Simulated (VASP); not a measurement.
YAl7, 16 atoms in the cell. The cell holds a disordered packing, 16 atoms: a = 6.761 Å, b = 6.711 Å, c = 6.410 Å, α = 92.46°, β = 90.08°, γ = 91.67°. 

```yaml
Program: VASP 6.6.1
Task: single point
Functional: PBE
Potentials_or_basis: VASP PAW PBE potentials, release 64 (Al, Y_sv)
Cutoff: 400 eV
k_mesh: 1 × 1 × 1, shifted
Occupations: fermi-dirac, width 0.0939 eV
Spin: no spin polarisation
Dipole_correction: no
Mended: yes
Further_INCAR_settings: LREAL = Auto; ALGO = Normal; EDIFF = 1e-06; NBANDS = 46; ISYM = -1
```

Potentials or basis: VASP PAW PBE potentials, release 64 (Al, Y_sv).

Launch:

```sh
$ cat potpaw_PBE.64/Al/POTCAR potpaw_PBE.64/Y_sv/POTCAR > POTCAR
$ mpirun -np 1 vasp_std > vasp.out
```

Hardware: 1 thread of Intel(R) Xeon(R) Platinum 8488C (Sapphire Rapids), on a shared host.

How long does it take, and how much memory?

Wall time 26 s on 1 thread of Intel(R) Xeon(R) Platinum 8488C (Sapphire Rapids), with other jobs on the host, peak memory 0.28 GiB. Counts: scf iterations 14, k points 1.
